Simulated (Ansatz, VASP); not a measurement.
**SnTe: VASP beside Ansatz**

The input INCAR:

```
SYSTEM = SnTe
PREC     = Accurate       ! precision mode
ENCUT    = 500            ! plane-wave cutoff, eV
EDIFF    = 1E-6           ! SCF threshold, eV
ISMEAR   = 0              ! smearing method
SIGMA    = 0.03           ! smearing width, eV
LREAL    = .False.        ! projectors in reciprocal space
LASPH    = .True.         ! aspherical terms in the spheres
NELM     = 120            ! most SCF steps
ALGO     = Normal         ! electronic algorithm
ISIF     = 2              ! what is computed and relaxed
LWAVE    = .False.        ! write WAVECAR
LCHARG   = .False.        ! write CHGCAR
GGA      = PS             ! functional
NBANDS   = 17             ! bands
GGA_COMPAT= .False.
```

File KPOINTS:

```
Automatic mesh
0
Gamma
  10 10 10
  0 0 0
```

Contents of POSCAR:

```
SnTe
1.0
    0.0000000000      2.9986750000      2.9986750000
    2.9986750000      0.0000000000      2.9986750000
    2.9986750000      2.9986750000      0.0000000000
Sn Te
1 1
Direct
    0.0000000000      0.0000000000      0.0000000000
    0.5000000000      0.5000000000      0.5000000000
```

Input for Ansatz:

```yaml
crystal:
  lattice:
    - [0.0, 2.998675, 2.998675]
    - [2.998675, 0.0, 2.998675]
    - [2.998675, 2.998675, 0.0]
  atoms:
    - { symbol: Sn, position: [0.0, 0.0, 0.0] }
    - { symbol: Te, position: [0.5, 0.5, 0.5] }
basis:
  ecutwfc: 420
kpoints:
  mp_grid: { grid: [10, 10, 10] }
hamiltonian:
  xc: pbesol
scf:
  occupations: { method: gaussian, width: 0.03 }
output:
  forces: true
  stress: true
  eigenvalues: true
```

Change from the starting cell: strain -0.050 along x and y, -0.050 along z, atoms carried along.

Alike in both runs: task single point; functional PBEsol; k mesh 10 × 10 × 10; occupations gaussian, width 0.03 eV; no spin polarisation.

```csv
,VASP,Ansatz
version,VASP 6.6.1,Ansatz 0.2.0
potentials or method,"VASP PAW PBE potentials, release 64 (Sn_d, Te), cutoff 500 eV","scalar-relativistic, plane waves, PAW"
valence electrons in the cell,20,30
```

Ansatz gave:

```
gap on the k mesh at the Fermi level (eV) : 0.21
least direct gap on the mesh (eV)         : 0.24
pressure (GPa)                            : 9.2
```

Q: Which values does VASP return?

A: gap on the k mesh at the Fermi level (eV): 0.20; least direct gap on the mesh (eV): 0.24; pressure (GPa): 9.2.

VASP's potentials were made for PBE, not for PBEsol. The functional is the same, so the differences come from potentials, cutoffs and numerics. VASP's potentials hold 20 valence electrons a cell and Ansatz's 30, so a difference there can come from the potentials and not from the codes.

Spin-orbit coupling is off throughout.
